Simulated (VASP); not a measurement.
Write the native input for VASP 6.6.1 that does the following.

```
Task                   : single point
Functional             : PBE
Potentials or basis    : VASP PAW PBE potentials, release 64 (Ti_sv, Si)
Cutoff                 : 520 eV
k mesh                 : 13 × 13 × 13
Occupations            : fermi-dirac, width 0.05 eV
Spin                   : no spin polarisation
Dipole correction      : no
Further INCAR settings : ALGO = Normal; EDIFF = 1e-06; NBANDS = 29
```

The structure of TiSi2 lies in POSCAR:

```
TiSi2
1.0
    0.0000000000      4.1180000000      4.2615000000
    2.3865000000      0.0000000000      4.2615000000
    2.3865000000      4.1180000000      0.0000000000
Ti Si
2 4
Direct
    0.7500000000      0.7500000000      0.7500000000
    0.5000000000      0.5000000000      0.5000000000
    0.0868558212      0.4131441788      0.0868558212
    0.4131441788      0.0868558212      0.4131441788
    0.1631441788      0.8368558212      0.1631441788
    0.8368558212      0.1631441788      0.8368558212
```

These files were run (other wordings do the same):

INCAR

```
SYSTEM = TiSi2
PREC = Accurate
ENCUT = 520
EDIFF = 1E-6
ISMEAR = -1
SIGMA = 0.05
LREAL = .FALSE.
LASPH = .TRUE.
NELM = 100
ALGO = Normal
ISIF = 2
LWAVE = .FALSE.
LCHARG = .TRUE.
GGA = PE
LELF = .TRUE.
LVHAR = .TRUE.
NBANDS = 29
```

KPOINTS

```
Automatic mesh
0
G
  13 13 13
  0 0 0
```

Potentials or basis: VASP PAW PBE potentials, release 64 (Ti_sv, Si).

Launch:

```console
$ cat potpaw_PBE.64/Ti_sv/POTCAR potpaw_PBE.64/Si/POTCAR > POTCAR
$ mpirun -np 1 vasp_std > vasp.out
```

It gave:

| Item | Value |
| --- | --- |
| Pressure | 2.3 GPa |
| Band gap on the k mesh | zero (bands 20 and 21 overlap by 1.89 eV) |

Wall time 10 min on 1 thread of Intel(R) Xeon(R) Platinum 8488C (Sapphire Rapids) (shared host), peak memory 0.74 GiB.
